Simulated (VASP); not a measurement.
# ZrO2 (Fm-3m) in VASP: notebook, part 2 of 2

VASP 6.6.1.

## Step 3: Single point, PBE

INCAR reads:

```
PREC = Accurate
ENCUT = 520
EDIFF = 1E-7
ISMEAR = 0
SIGMA = 0.05
LREAL = F
LASPH = T
NELM = 80
ALGO = Normal
ISIF = 2
LWAVE = F
LCHARG = F
GGA = PE
NBANDS = 19
```

KPOINTS reads:

```
Automatic mesh
0
Gamma
  8 8 8
```

POSCAR reads:

```
ZrO2
1.0
    0.0000000000      2.5578982008      2.5578982008
    2.5578982008      0.0000000000      2.5578982008
    2.5578982008      2.5578982008      0.0000000000
Zr O
1 2
Direct
    0.0000000000      0.0000000000      0.0000000000
    0.2500000000      0.2500000000      0.2500000000
    0.7500000000      0.7500000000      0.7500000000
```

Potentials or basis: VASP PAW PBE potentials, release 64 (Zr_sv, O).

The run is started by

```sh
$ cat potpaw_PBE.64/Zr_sv/POTCAR potpaw_PBE.64/O/POTCAR > POTCAR
$ mpirun -np 1 vasp_std > vasp.out
```

OUTCAR:

```text
PREC = Accurate
   ENCUT = 520
   EDIFF = 1E-7
   ISMEAR = 0
   LREAL = F
   LASPH = T
   NELM = 80
   ISIF = 2
   GGA = PE

 ion  position               nearest neighbor table
   1  0.000  0.000  0.000-   3 2.22   3 2.22   3 2.22   2 2.22   3 2.22   2 2.22   2 2.22   2 2.22

   2  0.250  0.250  0.250-   1 2.22   1 2.22   1 2.22   1 2.22
   3  0.750  0.750  0.750-   1 2.22   1 2.22   1 2.22   1 2.22

  LATTYP: Found a face centered cubic cell.
 ALAT       =     5.1157964016

  Lattice vectors:

 A1 = (   0.0000000000,   2.5578982008,   2.5578982008)
 A2 = (   2.5578982008,   0.0000000000,   2.5578982008)
 A3 = (   2.5578982008,   2.5578982008,   0.0000000000)

Analysis of symmetry for initial positions (statically):
=====================================================================
 Subroutine PRICEL returns:
 Original cell was already a primitive cell.

 Routine SETGRP: Setting up the symmetry group for a
 face centered cubic supercell.

 Subroutine GETGRP returns: Found 48 space group operations
[... 9 lines left out ...]

 Routine SETGRP: Setting up the symmetry group for a
 face centered cubic supercell.

 Subroutine GETGRP returns: Found 48 space group operations
[... 11 lines left out ...]
                                     Primitive cell

  volume of cell :      33.4719

  direct lattice vectors                    reciprocal lattice vectors
     0.000000000  2.557898201  2.557898201    -0.195472986  0.195472986  0.195472986
     2.557898201  0.000000000  2.557898201     0.195472986 -0.195472986  0.195472986
     2.557898201  2.557898201  0.000000000     0.195472986  0.195472986 -0.195472986

  length of vectors
     3.617414327  3.617414327  3.617414327     0.338569144  0.338569144  0.338569144

  position of ions in fractional coordinates (direct lattice)
     0.000000000  0.000000000  0.000000000
     0.250000000  0.250000000  0.250000000
     0.750000000  0.750000000  0.750000000

  ion indices of the primitive-cell ions
   primitive index   ion index
[... 84 lines left out ...]
   TEBEG  =    0.0;   TEEND  =   0.0 temperature during run
   PSTRESS=    0.0 pullay stress
   NELECT =      24.0000    total number of electrons
   NUPDOWN=      -1.0000    fix difference up-down
   EMIN   =  10.00;   EMAX   =-10.00  energy-range for DOS
   EFERMI =   0.00;   METHOD = LEGACY
   ISMEAR =     0;   SIGMA  =   0.05  broadening in eV -4-tet -1-fermi 0-gaus
   EFERMI_NEDOS =   21; number of points for ismear=-14 and -15
   IALGO  =     38    algorithm
   IMIX   =      4    mixing-type and parameters
     AMIX     =   0.40;   BMIX     =  1.00
     AMIX_MAG =   1.60;   BMIX_MAG =  1.00
  volume/ion in A,a.u.               =      11.16        75.29
  Fermi-wavevector in a.u.,A,eV,Ry     =   1.465273  2.768965 29.212063  2.147026
  Thomas-Fermi vector in A             =   2.581150
   LORBIT       =      0    0 simple, 1 ext, 2 COOP (PROOUT), +10 PAW based schemes
   GGA     = PE    functional components
   LHFCALC =     F    Hartree Fock is set to
   AEXX    =    0.0000 exact exchange contribution
   IVDW    =     0    specifies the selected vdW correction
   LEPSILON=     F    determine dielectric tensor
   LRPA    =     F    only Hartree local field effects (RPA)
 non-spin polarized calculation
 Gauss-broadening in eV      SIGMA  =   0.05
  energy-cutoff  :      520.00
  volume of cell :       33.47
 maximum number of plane-waves:       934
   NGX = 13   NGY = 13   NGZ = 13

 number of electron      23.9999992 magnetization

 Free energy of the ion-electron system (eV)
  ---------------------------------------------------
  ext. energy  EPLUGINS =         0.00000000
  ---------------------------------------------------
  free energy    TOTEN  =       -28.56806994 eV

  energy without entropy =      -28.56806994  energy(sigma->0) =      -28.56806994

 E-fermi :   7.2922     XC(G=0): -11.7014

 val. band max:        7.0529858486   @ k =   0.5000   0.5000   0.0000
 cond. band min:      10.3637058582   @ k =   0.0000   0.0000   0.0000
 fundamental gap:      3.3107200096
 Fermi energy:         7.2921966401

 k-point     1 :       0.0000    0.0000    0.0000
  band No.  band energies     occupation
      1     -41.1072      2.00000
      2     -18.9252      2.00000
      3     -18.9252      2.00000
      4     -18.9252      2.00000
      5     -11.0712      2.00000
      6      -8.5687      2.00000
[... 505 lines left out ...]
      6      -9.1661      2.00000
[... 11 lines left out ...]
     18      17.6375      0.00000
     19      21.4012      0.00000

 [... further k-points ...]
[... 5 lines left out ...]
  --------------------------------------------------------------------------------------
  -------------------------------------------------------------------------------------
  Total        0.0663325      0.0663325      0.0663325     -0.0000000     -0.0000000      0.0000000
  in kB        3.1751006      3.1751006      3.1751006     -0.0000000     -0.0000000      0.0000000
  external PRESSURE =       3.1751006 kB  Pullay stress =       0.0000000 kB

 VOLUME and BASIS-vectors are now :
 -----------------------------------------------------------------------------
  energy-cutoff  :      520.00
  volume of cell :       33.47
      direct lattice vectors                 reciprocal lattice vectors
     0.000000000  2.557898201  2.557898201    -0.195472986  0.195472986  0.195472986
     2.557898201  0.000000000  2.557898201     0.195472986 -0.195472986  0.195472986
     2.557898201  2.557898201  0.000000000     0.195472986  0.195472986 -0.195472986

 POSITION                                       TOTAL-FORCE (eV/Angst)
 -----------------------------------------------------------------------------------
      0.00000      0.00000      0.00000        -0.000000     -0.000000      0.000000
      1.27895      1.27895      1.27895         0.000000      0.000000      0.000000
      3.83685      3.83685      3.83685        -0.000000     -0.000000     -0.000000
 -----------------------------------------------------------------------------------
    total drift:                                0.000000      0.000000      0.000000

  FREE ENERGIE OF THE ION-ELECTRON SYSTEM (eV)
  ---------------------------------------------------
  free  energy   TOTEN  =       -28.5680699437 eV

  energy  without entropy=      -28.5680699437  energy(sigma->0) =      -28.56806994
```

OSZICAR:

```text
N       E                     dE             d eps       ncg     rms          rms(c)
DAV:   1     0.183207086956E+03    0.18321E+03   -0.14358E+04  1102   0.130E+03
DAV:   2    -0.256593966925E+02   -0.20887E+03   -0.20281E+03  1353   0.343E+02
DAV:   3    -0.346356352539E+02   -0.89762E+01   -0.89284E+01  1502   0.682E+01
DAV:   4    -0.349460852666E+02   -0.31045E+00   -0.30981E+00  1564   0.988E+00
DAV:   5    -0.349492900695E+02   -0.32048E-02   -0.32047E-02  1338   0.110E+00    0.235E+01
DAV:   6    -0.286757395603E+02    0.62736E+01   -0.23461E+01  1169   0.394E+01    0.810E+00
DAV:   7    -0.286016474201E+02    0.74092E-01   -0.98895E-01  1311   0.776E+00    0.654E+00
DAV:   8    -0.285873922970E+02    0.14255E-01   -0.38239E-01  1213   0.574E+00    0.294E+00
DAV:   9    -0.285669701892E+02    0.20422E-01   -0.56150E-02  1200   0.216E+00    0.335E-01
DAV:  10    -0.285683013467E+02   -0.13312E-02   -0.70613E-03  1285   0.774E-01    0.365E-01
DAV:  11    -0.285680419121E+02    0.25943E-03   -0.90349E-04  1195   0.301E-01    0.542E-02
DAV:  12    -0.285680784415E+02   -0.36529E-04   -0.10119E-04  1311   0.787E-02    0.534E-02
DAV:  13    -0.285680691750E+02    0.92666E-05   -0.34333E-05  1362   0.458E-02    0.759E-03
DAV:  14    -0.285680704439E+02   -0.12689E-05   -0.47041E-06  1234   0.216E-02    0.127E-02
DAV:  15    -0.285680699897E+02    0.45420E-06   -0.13221E-06  1206   0.103E-02    0.787E-04
DAV:  16    -0.285680699437E+02    0.45984E-07   -0.24958E-08   867   0.129E-03
   1 F= -.28568070E+02 E0= -.28568070E+02  d E =-.189584E-13
```

It took 42 s on 1 thread of AMD EPYC 7R13, shared host; peak memory 0.13 GiB.

Results:

```yaml
Free_energy: -28.5681 eV
Pressure: 0.3 GPa
Band_gap_on_the_k_mesh: 3.31 eV, indirect (least direct gap 3.74 eV)
```

Levels at points of the mesh, in eV from the valence-band top:
| k point | band 8 | band 9 | band 10 | band 11 | band 12 | band 13 | band 14 | band 15 | band 16 | band 17 |
| --- | --- | --- | --- | --- | --- | --- | --- | --- | --- | --- |
| (0.00, 0.00, 0.00) | -5.14 | -5.14 | -0.53 | -0.53 | -0.53 | 3.31 | 3.31 | 6.47 | 9.18 | 9.18 |
| (0.50, 0.00, 0.00) | -4.14 | -2.50 | -2.46 | -1.63 | -1.63 | 3.93 | 3.93 | 5.95 | 8.30 | 8.30 |
| (0.50, 0.50, 0.00) | -3.12 | -3.12 | -1.49 | -1.49 | 0.00 | 3.74 | 4.66 | 5.69 | 7.15 | 7.15 |

A k mesh can miss the band edges. A hybrid or GW would open this gap; PBE tends to underestimate it.

## Step 4: Relaxation of cell and atoms, PBE

This run uses another cell than the first one, of 10.86 Å³/atom, 0.973 times its volume.

INCAR reads:

```
PREC     = Accurate       # precision mode
ENCUT    = 600            # plane-wave cutoff, eV
EDIFF    = 1E-6           # SCF threshold, eV
ISMEAR   = 0              # smearing method
SIGMA    = 0.02           # smearing width, eV
LREAL    = F              # projectors in reciprocal space
LASPH    = T              # aspherical terms in the spheres
NELM     = 60             # most SCF steps
ALGO     = Normal         # electronic algorithm
ISIF     = 3              # what is computed and relaxed
LWAVE    = F              # write WAVECAR
LCHARG   = F              # write CHGCAR
GGA      = PE             # functional
IBRION   = 2              # ionic algorithm
NSW      = 100            # ionic steps
EDIFFG   = -0.01          # ionic threshold
```

KPOINTS is that of step 3.

POSCAR reads:

```
ZrO2
1.0
    0.0000000000      2.5350000000      2.5350000000
    2.5350000000      0.0000000000      2.5350000000
    2.5350000000      2.5350000000      0.0000000000
Zr O
1 2
Direct
    0.0000000000      0.0000000000      0.0000000000
    0.2500000000      0.2500000000      0.2500000000
    0.7500000000      0.7500000000      0.7500000000
```

The run is started by

```sh
$ cat potpaw_PBE.64/Zr_sv/POTCAR potpaw_PBE.64/O/POTCAR > POTCAR
$ mpirun -np 1 vasp_std > vasp.out
```

Run time: 82 s. Hardware: 1 thread of Intel Xeon 6975P-C, shared host; peak memory 0.18 GiB.

It converged, with:

- Free energy: -28.5707 eV
- Relaxed volume: 11.17 Å³/atom
- Relaxed cell: a = 3.618 Å, b = 3.618 Å, c = 3.618 Å, α = 60.00°, β = 60.00°, γ = 60.00°
- Space group after relaxing (to 0.05 Å): Fm-3m (No. 225)
- Energy gained by relaxing: 6.3 meV/atom
- Ionic steps: 3
- Pressure after relaxing: -0.1 GPa
- Band gap on the k mesh: 3.31 eV, indirect (least direct gap 3.74 eV)

Step by step:
```
step  energy change (eV)  largest force (eV/Å)  pressure (GPa)  volume (Å³)
   1              0.0000                0.0000            6.82        32.58
   2              0.0169                0.0000           -8.40        34.81
   3             -0.0189                0.0000           -0.06        33.50
```

Final structure:
```cif
data_structure
_symmetry_space_group_name_H-M 'P 1'
_symmetry_Int_Tables_number 1
_cell_length_a 3.6184
_cell_length_b 3.6184
_cell_length_c 3.6184
_cell_angle_alpha 60.000
_cell_angle_beta 60.000
_cell_angle_gamma 60.000
_cell_volume 33.50
loop_
_atom_site_label
_atom_site_type_symbol
_atom_site_fract_x
_atom_site_fract_y
_atom_site_fract_z
_atom_site_occupancy
Zr1 Zr 0.00000 0.00000 0.00000 1
O1 O 0.25000 0.25000 0.25000 1
O2 O 0.75000 0.75000 0.75000 1
```

Levels at points of the mesh, in eV from the valence-band top:
| k point | band 10 | band 11 | band 12 | band 13 | band 14 | band 15 |
| --- | --- | --- | --- | --- | --- | --- |
| (0.00, 0.00, 0.00) | -0.53 | -0.53 | -0.53 | 3.31 | 3.31 | 6.46 |
| (0.50, 0.00, 0.00) | -2.46 | -1.63 | -1.63 | 3.93 | 3.93 | 5.94 |
| (0.50, 0.50, 0.00) | -1.49 | -1.49 | 0.00 | 3.74 | 4.65 | 5.69 |

A k mesh can miss the band edges. PBE usually gives volumes a little too large and moduli too small.

## Step 5: The runs side by side

```tsv
task	cell	cutoff (eV)	smearing	gap on the mesh (eV)	pressure (GPa)
single point	a = 3.617 Å, angles 60.0°, 3 atoms	520	gaussian 0.02 eV	3.31	0.3
single point	a = 3.617 Å, angles 60.0°, 3 atoms	520	gaussian 0.05 eV	3.31	0.3
relaxation of cell and atoms	relaxed from a = 3.585 Å, angles 60.0°, 3 atoms	600	gaussian 0.02 eV	3.31	-0.1
```

Alike in all rows: level PBE; potentials or basis VASP PAW PBE potentials, release 64 (Zr_sv, O); no spin polarisation; k mesh 8 × 8 × 8.

Absolute energies hang on the potentials; compare differences alone.
